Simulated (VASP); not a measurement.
# As (P6_3/mmc) in VASP: notebook

As is run at these levels: PBE; tasks: relaxation of cell and atoms.

Program: VASP 6.6.1. These are calculated values, not measurements. Logs are shortened: lines on timing, memory, paths and dates and some standing lists are left out, and cuts for length are marked.

### 1 The cell of the first run

It takes space group P6_3/mmc (No. 194, hexagonal). The conventional cell has a = 3.002 Å, b = 3.002 Å, c = 5.037 Å, α = 90.00°, β = 90.00°, γ = 120.00°. Within 4.0 Å of As (site symmetry -6m2) lie 12 As at 3.00 to 3.06 Å.

This isn't the form of As at room conditions, which is rhombohedral.

### 2 Relaxation of cell and atoms, PBE, target pressure -1.5 GPa, at which the enthalpy is minimised

INCAR reads:

```
PREC = Accurate ; ENCUT = 600
EDIFF = 1E-6 ; ISMEAR = -1
SIGMA = 0.1 ; LREAL = False
LASPH = True ; NELM = 80
ALGO = Normal ; ISIF = 3
LWAVE = False ; LCHARG = False
GGA = PE ; IBRION = 2
NSW = 32 ; EDIFFG = -0.005
PSTRESS = -15.0
```

KPOINTS reads:

```
regular mesh
0
Gamma
  15 15 8
```

POSCAR reads:

```
As
1.0
    3.0023113012      0.0000000000      0.0000000000
   -1.5011556506      2.6000778569      0.0000000000
    0.0000000000      0.0000000000      5.0371048031
As
2
Direct
    0.3333333333      0.6666666667      0.2500000000
    0.6666666667      0.3333333333      0.7500000000
```

Potentials or basis: VASP PAW PBE potentials, release 64 (As).

Command:

```sh
$ cat potpaw_PBE.64/As/POTCAR > POTCAR
$ mpirun -np 1 vasp_std > vasp.out
```

OUTCAR:

```text
PREC = Accurate
   ENCUT = 600
   EDIFF = 1E-6
   ISMEAR = -1
   LREAL = False
   LASPH = True
   NELM = 80
   ISIF = 3
   GGA = PE
   IBRION = 2
   NSW = 32
   EDIFFG = -0.005
   PSTRESS = -15.0

 ion  position               nearest neighbor table
   1  0.333  0.667  0.250-
   2  0.667  0.333  0.750-

  LATTYP: Found a hexagonal cell.
 ALAT       =     3.0023113012
 C/A-ratio  =     1.6777423451

  Lattice vectors:

 A1 = (   3.0023113012,   0.0000000000,   0.0000000000)
 A2 = (  -1.5011556506,   2.6000778569,   0.0000000000)
 A3 = (   0.0000000000,   0.0000000000,   5.0371048031)

Analysis of symmetry for initial positions (statically):
=====================================================================
 Subroutine PRICEL returns:
 Original cell was already a primitive cell.

 Routine SETGRP: Setting up the symmetry group for a
 hexagonal supercell.

 Subroutine GETGRP returns: Found 24 space group operations
 (whereof 12 operations were pure point group operations)
 out of a pool of 24 trial point group operations.

The static configuration has the point symmetry D_3d.
 The point group associated with its full space group is D_6h.

Analysis of symmetry for dynamics (positions and initial velocities):
=====================================================================
 Subroutine PRICEL returns:
 Original cell was already a primitive cell.

 Routine SETGRP: Setting up the symmetry group for a
 hexagonal supercell.

 Subroutine GETGRP returns: Found 24 space group operations
 (whereof 12 operations were pure point group operations)
 out of a pool of 24 trial point group operations.

The dynamic configuration has the point symmetry D_3d.
 The point group associated with its full space group is D_6h.

 Subroutine INISYM returns: Found 24 space group operations
 (whereof 12 operations are pure point group operations),
 and found     1 'primitive' translations

----------------------------------------------------------------------------------------

                                     Primitive cell

  volume of cell :      39.3209

  direct lattice vectors                    reciprocal lattice vectors
     3.002311301  0.000000000  0.000000000     0.333076720  0.192301934  0.000000000
    -1.501155651  2.600077857  0.000000000     0.000000000  0.384603868  0.000000000
     0.000000000  0.000000000  5.037104803     0.000000000  0.000000000  0.198526741

  length of vectors
     3.002311301  3.002311301  5.037104803     0.384603868  0.384603868  0.198526741

  position of ions in fractional coordinates (direct lattice)
     0.333333333  0.666666667  0.250000000
     0.666666667  0.333333333  0.750000000

  ion indices of the primitive-cell ions
   primitive index   ion index
                 1           1
                 2           2

----------------------------------------------------------------------------------------

 KPOINTS: regular mesh

Automatic generation of k-mesh.
 Grid dimensions read from file:
 generate k-points for:   15   15    8

 Generating k-lattice:

  Cartesian coordinates                     Fractional coordinates (reciprocal lattice)
     0.022205115  0.012820129  0.000000000     0.066666667  0.000000000  0.000000000
     0.000000000  0.025640258  0.000000000     0.000000000  0.066666667  0.000000000
     0.000000000  0.000000000  0.024815843     0.000000000  0.000000000  0.125000000

  Length of vectors
     0.025640258  0.025640258  0.024815843

  Shift w.r.t. Gamma in fractional coordinates (k-lattice)
     0.000000000  0.000000000  0.000000000

[... 52 lines left out ...]
   EDIFFG = -.5E-02   stopping-criterion for IOM
   NSW    =     32    number of steps for IOM
   IBRION =      2    ionic relax: 0-MD 1-quasi-New 2-CG
   NFREE  =      1    steps in history (QN), initial steepest desc. (CG)
   ISIF   =      3    stress and relaxation
   ISYM   =      2    0-nonsym 1-usesym 2-fastsym
   POTIM  = 0.5000    time-step for ionic-motion
   TEBEG  =    0.0;   TEEND  =   0.0 temperature during run
   PSTRESS=  -15.0 pullay stress
   NELECT =      10.0000    total number of electrons
   NUPDOWN=      -1.0000    fix difference up-down
   EMIN   =  10.00;   EMAX   =-10.00  energy-range for DOS
   EFERMI =   0.00;   METHOD = LEGACY
   ISMEAR =    -1;   SIGMA  =   0.10  broadening in eV -4-tet -1-fermi 0-gaus
   EFERMI_NEDOS =   21; number of points for ismear=-14 and -15
   IALGO  =     38    algorithm
   IMIX   =      4    mixing-type and parameters
     AMIX     =   0.40;   BMIX     =  1.00
     AMIX_MAG =   1.60;   BMIX_MAG =  1.00
  volume/ion in A,a.u.               =      19.66       132.68
  Fermi-wavevector in a.u.,A,eV,Ry     =   1.037211  1.960045 14.637240  1.075807
  Thomas-Fermi vector in A             =   2.171638
   LORBIT       =      0    0 simple, 1 ext, 2 COOP (PROOUT), +10 PAW based schemes
   GGA     = PE    functional components
   LHFCALC =     F    Hartree Fock is set to
   AEXX    =    0.0000 exact exchange contribution
   IVDW    =     0    specifies the selected vdW correction
   LEPSILON=     F    determine dielectric tensor
   LRPA    =     F    only Hartree local field effects (RPA)
 conjugate gradient relaxation of ions
 non-spin polarized calculation
  energy-cutoff  :      600.00
  volume of cell :       39.32
 maximum number of plane-waves:      1344
 NGX is ok and might be reduce to    24
   NGX = 11   NGY = 11   NGZ = 21

--------------------------------------- Ionic step        1  -------------------------------------------

 number of electron      10.0000002 magnetization

 Free energy of the ion-electron system (eV)
  ---------------------------------------------------
  ext. energy  EPLUGINS =         0.00000000
  ---------------------------------------------------
  free energy    TOTEN  =        -8.36998594 eV

  energy without entropy =       -8.33453610  energy(sigma->0) =       -8.35226102

------------------------ aborting loop because EDIFF is reached ----------------------------------------

  FORCE on cell =-STRESS in cart. coord.  units (eV):
  Direction    XX          YY          ZZ          XY          YZ          ZX
  --------------------------------------------------------------------------------------
  -------------------------------------------------------------------------------------
  Total       -0.3649487     -0.3649487     -0.3554848     -0.0000000      0.0000000      0.0000000
  in kB      -14.8702848    -14.8702848    -14.4846686     -0.0000000      0.0000000      0.0000000
  external PRESSURE =       0.2582539 kB  Pullay stress =     -15.0000000 kB

 VOLUME and BASIS-vectors are now :
 -----------------------------------------------------------------------------
  energy-cutoff  :      600.00
  volume of cell :       39.32
      direct lattice vectors                 reciprocal lattice vectors
     3.002311301  0.000000000  0.000000000     0.333076720  0.192301934  0.000000000
    -1.501155651  2.600077857  0.000000000     0.000000000  0.384603868  0.000000000
     0.000000000  0.000000000  5.037104803     0.000000000  0.000000000  0.198526741

 POSITION                                       TOTAL-FORCE (eV/Angst)
 -----------------------------------------------------------------------------------
     -0.00000      1.73339      1.25928        -0.000000     -0.000000      0.000000
      1.50116      0.86669      3.77783         0.000000      0.000000      0.000000
 -----------------------------------------------------------------------------------
    total drift:                               -0.000000      0.000000      0.000000

  FREE ENERGIE OF THE ION-ELECTRON SYSTEM (eV)
  ---------------------------------------------------
  free  energy   TOTEN  =        -8.3699859439 eV

  energy  without entropy=       -8.3345361045  energy(sigma->0) =       -8.35226102

  enthalpy is  TOTEN    =        -8.7381180855 eV   P V=       -0.3681321416

--------------------------------------- Ionic step        2  -------------------------------------------

 number of electron      10.0000002 magnetization

 Free energy of the ion-electron system (eV)
  ---------------------------------------------------
  ext. energy  EPLUGINS =         0.00000000
  ---------------------------------------------------
  free energy    TOTEN  =        -8.36981925 eV

  energy without entropy =       -8.33436639  energy(sigma->0) =       -8.35209282

 E-fermi :   6.2568     XC(G=0): -10.6312

 val. band max:        6.2188517268   @ k =   0.2667   0.1333   0.5000
 cond. band min:       6.2629503158   @ k =   0.1333   0.1333   0.3750
 fundamental gap:      0.0440985891
 Fermi energy:         6.2568005351

 k-point     1 :       0.0000    0.0000    0.0000
  band No.  band energies     occupation
      1      -8.6829      2.00000
      2      -4.7479      2.00000
      3      -0.3869      2.00000
      4      10.3062      0.00000
      5      10.3062      0.00000
      6      11.3490      0.00000
      7      11.7788      0.00000
      8      11.7788      0.00000
      9      15.8022      0.00000
[... 265 lines left out ...]
 k-point    24 :       0.4000    0.2000    0.0000
  band No.  band energies     occupation
      1      -4.0223      2.00000
      2      -2.9156      2.00000
      3       1.3867      2.00000
      4       3.1056      2.00000
      5       3.8840      2.00000
      6       4.3879      2.00000
      7       6.1532      1.47606
      8       6.7752      0.01115
      9      11.8977      0.00000

 [... further k-points ...]
[... 5 lines left out ...]
  --------------------------------------------------------------------------------------
  -------------------------------------------------------------------------------------
  Total       -0.3686692     -0.3686692     -0.3640890      0.0000000      0.0000000      0.0000000
  in kB      -15.0149975    -15.0149975    -14.8284553      0.0000000      0.0000000      0.0000000
  external PRESSURE =       0.0471832 kB  Pullay stress =     -15.0000000 kB

 VOLUME and BASIS-vectors are now :
 -----------------------------------------------------------------------------
  energy-cutoff  :      600.00
  volume of cell :       39.34
      direct lattice vectors                 reciprocal lattice vectors
     3.002541849  0.000000000  0.000000000     0.333051145  0.192287168  0.000000000
    -1.501270924  2.600277517  0.000000000     0.000000000  0.384574336 -0.000000000
    -0.000000000  0.000000000  5.038641475     0.000000000 -0.000000000  0.198466195

 POSITION                                       TOTAL-FORCE (eV/Angst)
 -----------------------------------------------------------------------------------
     -0.00000      1.73352      1.25966         0.000000     -0.000000      0.000000
      1.50127      0.86676      3.77898        -0.000000      0.000000     -0.000000
 -----------------------------------------------------------------------------------
    total drift:                               -0.000000      0.000000      0.000000

  FREE ENERGIE OF THE ION-ELECTRON SYSTEM (eV)
  ---------------------------------------------------
  free  energy   TOTEN  =        -8.3698192465 eV

  energy  without entropy=       -8.3343663870  energy(sigma->0) =       -8.35209282

  enthalpy is  TOTEN    =        -8.7381202515 eV   P V=       -0.3683010050

 reached required accuracy - stopping structural energy minimisation
```

Run time: 79 s. Hardware: 1 thread of Intel Xeon 8259CL, shared host; peak memory 0.2 GiB.

Results:

```yaml
Free_energy: -8.3698 eV
Relaxed_volume: 19.67 Å³/atom
Relaxed_cell: a = 3.003 Å, b = 3.003 Å, c = 5.039 Å, α = 90.00°, β = 90.00°, γ = 120.00°
Space_group_after_relaxing_to_0.1_Å: P6_3/mmc (No. 194)
Energy_change_on_relaxing_the_run_minimises_the_enthalpy: +0.1 meV/atom
Ionic_steps: 2
Pressure_after_relaxing: -1.5 GPa
Band_gap_on_the_k_mesh: zero (bands 5 and 6 overlap by 8.48 eV)
```

Step by step:
```
step  energy change (eV)  largest force (eV/Å)  pressure (GPa)  volume (Å³)
   1              0.0000                0.0000           -1.47        39.32
   2              0.0002                0.0000           -1.50        39.34
```

Final structure:
```
CELL_PARAMETERS angstrom
3.00254 0.00000 0.00000
-1.50127 2.60028 0.00000
0.00000 0.00000 5.03864
ATOMIC_POSITIONS crystal
As 0.33333 0.66667 0.25000
As 0.66667 0.33333 0.75000
```

Caveat: the cell is relaxed towards a set pressure, so the run minimises the enthalpy, not the energy.

### 3 Relaxation of cell and atoms, PBE, target pressure -1.5 GPa, at which the enthalpy is minimised

This run uses another cell than the first one, of 19.73 Å³/atom.

INCAR reads:

```
ALGO = Normal
EDIFF = 1E-7
EDIFFG = -0.005
ENCUT = 600
GGA = PE
IBRION = 2
ISIF = 3
ISMEAR = -1
LASPH = True
LCHARG = False
LREAL = False
LWAVE = False
NELM = 60
NSW = 60
PREC = Accurate
PSTRESS = -15.0
SIGMA = 0.1
```

KPOINTS reads:

```
k-points
0
Gamma
  15 15 8
```

POSCAR reads:

```
As
1.0
    3.0413985608      0.0000000000      0.0000000000
   -1.5206992804      2.6339284167      0.0000000000
    0.0000000000      0.0000000000      4.9270656685
As
2
Direct
    0.3333333333      0.6666666667      0.2500000000
    0.6666666667      0.3333333333      0.7500000000
```

Potentials or basis: VASP PAW PBE potentials, release 64 (As).

Command:

```sh
$ cat potpaw_PBE.64/As/POTCAR > POTCAR
$ mpirun -np 1 vasp_std > vasp.out
```

It took 4 min on 1 thread of Intel Xeon 8259CL, shared host; peak memory 0.21 GiB.

The run converged. Its results:

| Quantity | Value |
| --- | --- |
| Free energy | -8.3697 eV |
| Relaxed volume | 19.68 Å³/atom |
| Relaxed cell | a = 3.003 Å, b = 3.003 Å, c = 5.039 Å, α = 90.00°, β = 90.00°, γ = 120.00° |
| Space group after relaxing (to 0.1 Å) | P6_3/mmc (No. 194) |
| Energy change on relaxing (the run minimises the enthalpy) | -4.2 meV/atom |
| Ionic steps | 6 |
| Pressure after relaxing | -1.5 GPa |
| Band gap on the k mesh | zero (bands 5 and 6 overlap by 8.48 eV) |

Step by step:
```
step  energy change (eV)  largest force (eV/Å)  pressure (GPa)  volume (Å³)
   1              0.0000                0.0000           -1.80        39.47
   2             -0.0059                0.0000           -1.40        39.26
   3             -0.0112                0.0000           -0.75        38.95
   4             -0.0071                0.0000           -1.66        39.45
   5             -0.0092                0.0000           -1.33        39.26
   6             -0.0084                0.0000           -1.52        39.35
```

Final structure:
```
As
1.0
     3.00311    0.00000    0.00000
    -1.50156    2.60077    0.00000
     0.00000    0.00000    5.03856
As
2
Direct
  0.33333 0.66667 0.25000
  0.66667 0.33333 0.75000
```

Levels at points of the mesh, in eV from the Fermi level:
```
           k point  band 2  band 3  band 4  band 5  band 6  band 7  band 8  band 9
(0.00, 0.00, 0.00)  -11.00   -6.64    4.05    4.05    5.09    5.52    5.52    9.54
(0.00, 0.00, 0.50)  -13.60   -1.39   -1.39    4.78    4.78    4.78    4.78   10.69
```

Caveat: the cell is relaxed towards a set pressure, so the run minimises the enthalpy, not the energy.
